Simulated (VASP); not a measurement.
# PbSe in VASP: further runs

The runs below take PbSe through single point, with r2SCAN.

Everything below comes from runs of VASP 6.6.1. Logs are shortened: lines on timing, memory, paths and dates and some standing lists are left out, and cuts for length are marked.

**1. The cell of the first run**

Symmetry: P4/mmm, No. 123, tetragonal system. The conventional cell has a = 3.753 Å, b = 3.753 Å, c = 3.782 Å, α = 90.00°, β = 90.00°, γ = 90.00°. Within 4.3 Å of Pb (site symmetry 4/mmm) lie 8 Se at 3.26 Å and 6 Pb at 3.75 to 3.78 Å. Within 4.3 Å of Se (site symmetry 4/mmm) lie 8 Pb at 3.26 Å and 6 Se at 3.75 to 3.78 Å.

**2. Single point, r2SCAN**

Input file POSCAR:

```
PbSe
1.0
    3.7534230266      0.0000000000      0.0000000000
    0.0000000000      3.7534230266      0.0000000000
    0.0000000000      0.0000000000      3.7821513977
Pb Se
1 1
Direct
    0.5000000000      0.5000000000      0.5000000000
    0.0000000000      0.0000000000      0.0000000000
```

Input file INCAR.step1:

```
SYSTEM = PbSe
ALGO     = Normal         ! electronic algorithm
EDIFF    = 1E-4           ! SCF threshold, eV
ENCUT    = 520            ! plane-wave cutoff, eV
GGA      = PE             ! functional
ISMEAR   = 0              ! smearing method
LASPH    = .TRUE.         ! aspherical terms in the spheres
LCHARG   = .FALSE.        ! write CHGCAR
LREAL    = .FALSE.        ! projectors in reciprocal space
LWAVE    = .TRUE.         ! write WAVECAR
NBANDS   = 17             ! bands
NELM     = 100            ! most SCF steps
PREC     = Accurate       ! precision mode
SIGMA    = 0.1            ! smearing width, eV
```

Input file INCAR.step2:

```
SYSTEM = PbSe
ALGO     = Normal         ! electronic algorithm
EDIFF    = 1E-7           ! SCF threshold, eV
ENCUT    = 520            ! plane-wave cutoff, eV
ISIF     = 2              ! what is computed and relaxed
ISMEAR   = 0              ! smearing method
ISTART   = 1            
LASPH    = .TRUE.         ! aspherical terms in the spheres
LCHARG   = .FALSE.        ! write CHGCAR
LMIXTAU  = .TRUE.       
LREAL    = .FALSE.        ! projectors in reciprocal space
LWAVE    = .FALSE.        ! write WAVECAR
METAGGA  = R2SCAN         ! meta-GGA
NBANDS   = 17             ! bands
NELM     = 100            ! most SCF steps
PREC     = Accurate       ! precision mode
SIGMA    = 0.1            ! smearing width, eV
```

Input file KPOINTS:

```
k-points
0
G
  6 6 4
  0 0 0
```

Potentials or basis: VASP PAW PBE potentials, release 64 (Pb_d, Se).

Launch:

```
$ cat potpaw_PBE.64/Pb_d/POTCAR potpaw_PBE.64/Se/POTCAR > POTCAR
$ cp INCAR.step1 INCAR
$ mpirun -np 1 vasp_std > vasp.out
$ cp INCAR.step2 INCAR
$ mpirun -np 1 vasp_std > vasp.out
```

OUTCAR:

```text
SYSTEM = PbSe
   EDIFF = 1E-7
   ENCUT = 520
   ISIF = 2
   ISMEAR = 0
   ISTART = 1
   LASPH = .TRUE.
   LREAL = .FALSE.
   METAGGA = R2SCAN
   NELM = 100
   PREC = Accurate

 ion  position               nearest neighbor table
   1  0.500  0.500  0.500-   2 3.26   2 3.26   2 3.26   2 3.26   2 3.26   2 3.26   2 3.26   2 3.26

   2  0.000  0.000  0.000-   1 3.26   1 3.26   1 3.26   1 3.26   1 3.26   1 3.26   1 3.26   1 3.26

  LATTYP: Found a simple tetragonal cell.
 ALAT       =     3.7534230266
 C/A-ratio  =     1.0076539124

  Lattice vectors:

 A1 = (   3.7534230266,   0.0000000000,   0.0000000000)
 A2 = (   0.0000000000,   3.7534230266,   0.0000000000)
 A3 = (   0.0000000000,   0.0000000000,   3.7821513977)

Analysis of symmetry for initial positions (statically):
=====================================================================
 Subroutine PRICEL returns:
 Original cell was already a primitive cell.

 Routine SETGRP: Setting up the symmetry group for a
 simple tetragonal supercell.

 Subroutine GETGRP returns: Found 16 space group operations
 (whereof 16 operations were pure point group operations)
 out of a pool of 16 trial point group operations.

The static configuration has the point symmetry D_4h.

Analysis of symmetry for dynamics (positions and initial velocities):
=====================================================================
 Subroutine PRICEL returns:
 Original cell was already a primitive cell.

 Routine SETGRP: Setting up the symmetry group for a
 simple tetragonal supercell.

 Subroutine GETGRP returns: Found 16 space group operations
 (whereof 16 operations were pure point group operations)
 out of a pool of 16 trial point group operations.

The dynamic configuration has the point symmetry D_4h.

 Subroutine INISYM returns: Found 16 space group operations
 (whereof 16 operations are pure point group operations),
 and found     1 'primitive' translations

----------------------------------------------------------------------------------------

                                     Primitive cell

  volume of cell :      53.2836

  direct lattice vectors                    reciprocal lattice vectors
[... 82 lines left out ...]
   LNONCOLLINEAR =      F non collinear calculations
   LSORBIT =      F    spin-orbit coupling
   LASPH  =      T    aspherical Exc in radial PAW
   ENCUT  =  520.0 eV  38.22 Ry    6.18 a.u.   6.98  6.98  7.03*2*pi/ulx,y,z
   NELM   =    100;   NELMIN=  2; NELMDL=  0     # of ELM steps
   EDIFF  = 0.1E-06   stopping-criterion for ELM
   LREAL  =      F    real-space projection
   EDIFFG = 0.1E-05   stopping-criterion for IOM
   NSW    =      0    number of steps for IOM
   IBRION =     -1    ionic relax: 0-MD 1-quasi-New 2-CG
   NFREE  =      0    steps in history (QN), initial steepest desc. (CG)
   ISIF   =      2    stress and relaxation
   ISYM   =      2    0-nonsym 1-usesym 2-fastsym
   POTIM  = 0.5000    time-step for ionic-motion
   TEBEG  =    0.0;   TEEND  =   0.0 temperature during run
   PSTRESS=    0.0 pullay stress
   NELECT =      20.0000    total number of electrons
   NUPDOWN=      -1.0000    fix difference up-down
   EMIN   =  10.00;   EMAX   =-10.00  energy-range for DOS
   EFERMI =   0.00;   METHOD = LEGACY
   ISMEAR =     0;   SIGMA  =   0.10  broadening in eV -4-tet -1-fermi 0-gaus
   EFERMI_NEDOS =   21; number of points for ismear=-14 and -15
   IALGO  =     38    algorithm
   IMIX   =      4    mixing-type and parameters
     AMIX     =   0.40;   BMIX     =  1.00
     AMIX_MAG =   1.60;   BMIX_MAG =  1.00
  volume/ion in A,a.u.               =      26.64       179.79
  Fermi-wavevector in a.u.,A,eV,Ry     =   1.180919  2.231614 18.974279  1.394570
  Thomas-Fermi vector in A             =   2.317202
   LORBIT       =      0    0 simple, 1 ext, 2 COOP (PROOUT), +10 PAW based schemes
   METAGGA = R2SCAN    functional components
   LHFCALC =     F    Hartree Fock is set to
   AEXX    =    0.0000 exact exchange contribution
   IVDW    =     0    specifies the selected vdW correction
   LEPSILON=     F    determine dielectric tensor
   LRPA    =     F    only Hartree local field effects (RPA)
 non-spin polarized calculation
 Gauss-broadening in eV      SIGMA  =   0.10
  energy-cutoff  :      520.00
  volume of cell :       53.28
 maximum number of plane-waves:      1456
 NGX is ok and might be reduce to    28
   NGX = 13   NGY = 13   NGZ = 15

 number of electron      20.0000010 magnetization

 Free energy of the ion-electron system (eV)
  ---------------------------------------------------
  ext. energy  EPLUGINS =         0.00000000
  ---------------------------------------------------
  free energy    TOTEN  =       -71.38920343 eV

  energy without entropy =      -71.38500587  energy(sigma->0) =      -71.38710465

 E-fermi :   5.3582     XC(G=0): -10.5371

 val. band max:        5.3448718427   @ k =   0.5000   0.0000   0.5000
 cond. band min:       5.5961881517   @ k =   0.3333   0.3333   0.5000
 fundamental gap:      0.2513163091
 Fermi energy:         5.3581734495

 k-point     1 :       0.0000    0.0000    0.0000
  band No.  band energies     occupation
      1     -12.2973      2.00000
      2     -12.2857      2.00000
      3     -12.1332      2.00000
      4     -12.1296      2.00000
      5     -12.1296      2.00000
      6      -8.4097      2.00000
[... 457 lines left out ...]
      4     -12.1632      2.00000
      5     -12.0936      2.00000
      6      -6.5686      2.00000
[... 9 lines left out ...]
     16      15.1185      0.00000
     17      15.1185      0.00000

 [... further k-points ...]

------------------------ aborting loop because EDIFF is reached ----------------------------------------

  FORCE on cell =-STRESS in cart. coord.  units (eV):
  Direction    XX          YY          ZZ          XY          YZ          ZX
  --------------------------------------------------------------------------------------
  -------------------------------------------------------------------------------------
  Total        0.0664382      0.0664382      0.1227953      0.0000000     -0.0000000      0.0000000
  in kB        1.9977205      1.9977205      3.6923124      0.0000000     -0.0000000      0.0000000
  external PRESSURE =       2.5625845 kB  Pullay stress =       0.0000000 kB

 VOLUME and BASIS-vectors are now :
 -----------------------------------------------------------------------------
  energy-cutoff  :      520.00
  volume of cell :       53.28
      direct lattice vectors                 reciprocal lattice vectors
     3.753423027  0.000000000  0.000000000     0.266423473  0.000000000  0.000000000
     0.000000000  3.753423027  0.000000000     0.000000000  0.266423473  0.000000000
     0.000000000  0.000000000  3.782151398     0.000000000  0.000000000  0.264399781

 POSITION                                       TOTAL-FORCE (eV/Angst)
 -----------------------------------------------------------------------------------
      1.87671      1.87671      1.89108         0.000000      0.000000      0.000000
      0.00000      0.00000      0.00000         0.000000      0.000000      0.000000
 -----------------------------------------------------------------------------------
    total drift:                                0.000000      0.000000      0.000000

  FREE ENERGIE OF THE ION-ELECTRON SYSTEM (eV)
  ---------------------------------------------------
  free  energy   TOTEN  =       -71.3892034335 eV

  energy  without entropy=      -71.3850058692  energy(sigma->0) =      -71.38710465
```

OUTCAR.step1:

```text
SYSTEM = PbSe
   EDIFF = 1E-4
   ENCUT = 520
   GGA = PE
   ISMEAR = 0
   LASPH = .TRUE.
   LREAL = .FALSE.
[... 703 lines left out ...]
      1.87671      1.87671      1.89108         0.000000      0.000000      0.000000
      0.00000      0.00000      0.00000         0.000000      0.000000      0.000000
 -----------------------------------------------------------------------------------
    total drift:                                0.000000      0.000000      0.000000

  FREE ENERGIE OF THE ION-ELECTRON SYSTEM (eV)
  ---------------------------------------------------
  free  energy   TOTEN  =        -7.6840740549 eV

  energy  without entropy=       -7.6763094144  energy(sigma->0) =       -7.68019173
```

OSZICAR.step1:

```text
N       E                     dE             d eps       ncg     rms          rms(c)
DAV:   1     0.153883198377E+03    0.15388E+03   -0.99590E+03  1020   0.128E+03
DAV:   2     0.325731176159E+01   -0.15063E+03   -0.14549E+03  1062   0.317E+02
DAV:   3    -0.786645189396E+01   -0.11124E+02   -0.10799E+02  1332   0.872E+01
DAV:   4    -0.812356721767E+01   -0.25712E+00   -0.25640E+00  1292   0.141E+01
DAV:   5    -0.813009635985E+01   -0.65291E-02   -0.65289E-02  1385   0.234E+00    0.291E+00
DAV:   6    -0.769308794300E+01    0.43701E+00   -0.10178E+00  1569   0.704E+00    0.154E+00
DAV:   7    -0.768553805339E+01    0.75499E-02   -0.11941E-01  1228   0.168E+00    0.887E-01
DAV:   8    -0.768825117286E+01   -0.27131E-02   -0.33122E-02  1327   0.161E+00    0.279E-01
DAV:   9    -0.768399089936E+01    0.42603E-02   -0.13963E-02  1487   0.810E-01    0.934E-02
DAV:  10    -0.768407405493E+01   -0.83156E-04   -0.66668E-04  1118   0.165E-01
   1 F= -.76840741E+01 E0= -.76801917E+01  d E =-.776464E-02
```

Run time: 35 s. Hardware: 1 thread of Intel Xeon 6975P-C (Granite Rapids), shared host; peak memory 0.18 GiB.

Results:

```
Free energy            : -71.3892 eV
Pressure               : 0.3 GPa
Band gap on the k mesh : zero (bands 10 and 11 overlap by 0.45 eV)
```

Caveat: the k points lie up to 0.42 Å⁻¹ apart; semilocal functionals underestimate gaps, and a narrow one can read as zero; the PAW data sets were made with another functional, which shifts forces and pressure a little; spin-orbit coupling is left out, which moves the levels of the heavy elements.

**3. Single point, r2SCAN**

This run uses another cell than the first one, of 26.73 Å³/atom.

Input file POSCAR:

```
PbSe
1.0
    3.7669584707      0.0000000000      0.0000000000
    0.0000000000      3.7669584707      0.0000000000
    0.0000000000      0.0000000000      3.7669584707
Pb Se
1 1
Direct
    0.5000000000      0.5000000000      0.5000000000
    0.0000000000      0.0000000000      0.0000000000
```

Input file INCAR.step1:

```
SYSTEM = PbSe
  ALGO = Normal
  EDIFF = 1E-4
  ENCUT = 520
  GGA = PE
  ISMEAR = 0
  LASPH = .TRUE.
  LCHARG = .FALSE.
  LREAL = .FALSE.
  LWAVE = .TRUE.
  NBANDS = 17
  NELM = 60
  PREC = Accurate
  SIGMA = 0.1
```

Input file INCAR.step2:

```
SYSTEM = PbSe
  ALGO = Normal
  EDIFF = 1E-6
  ENCUT = 520
  ISIF = 2
  ISMEAR = 0
  ISTART = 1
  LASPH = .TRUE.
  LCHARG = .TRUE.
  LELF = .TRUE.
  LMIXTAU = .TRUE.
  LREAL = .FALSE.
  LVHAR = .TRUE.
  LWAVE = .FALSE.
  METAGGA = R2SCAN
  NBANDS = 17
  NELM = 60
  PREC = Accurate
  SIGMA = 0.1
```

Input file KPOINTS:

```
k-points
0
G
  14 14 14
  0 0 0
```

Potentials or basis: VASP PAW PBE potentials, release 64 (Pb_d, Se).

Launch:

```
$ cat potpaw_PBE.64/Pb_d/POTCAR potpaw_PBE.64/Se/POTCAR > POTCAR
$ cp INCAR.step1 INCAR
$ mpirun -np 1 vasp_std > vasp.out
$ cp INCAR.step2 INCAR
$ mpirun -np 1 vasp_std > vasp.out
```

It took 2 min on 1 thread of Intel Xeon 6975P-C (Granite Rapids), shared host; peak memory 0.25 GiB.

Results (log left out):

* Free energy: -71.4150 eV
* Pressure: 0.0 GPa
* Band gap on the k mesh: zero (bands 10 and 11 overlap by 0.52 eV)

Levels at points of the mesh, in eV from the Fermi level:
```
           k point  band 6  band 7  band 8  band 9  band 10  band 11  band 12  band 13  band 14  band 15
(0.00, 0.00, 0.00)  -13.77   -7.15   -1.60   -1.60    -1.60     5.65     5.65     6.50     6.50     6.50
(0.50, 0.00, 0.00)  -12.64   -9.28   -0.32   -0.32    -0.25     0.45     3.66     3.66     7.06     9.10
(0.50, 0.50, 0.00)  -11.94   -7.70   -4.51   -4.51    -0.06     4.50     4.50     5.31     7.48     9.35
(0.50, 0.50, 0.50)  -11.69   -6.62   -2.46   -2.46    -2.46    -0.44    -0.44    -0.44    14.99    14.99
```

Caveat: semilocal functionals underestimate gaps, and a narrow one can read as zero; the PAW data sets were made with another functional, which shifts forces and pressure a little; spin-orbit coupling is left out, which moves the levels of the heavy elements.

The gap in the log of VASP goes by the Fermi energy; the results here count the filled bands.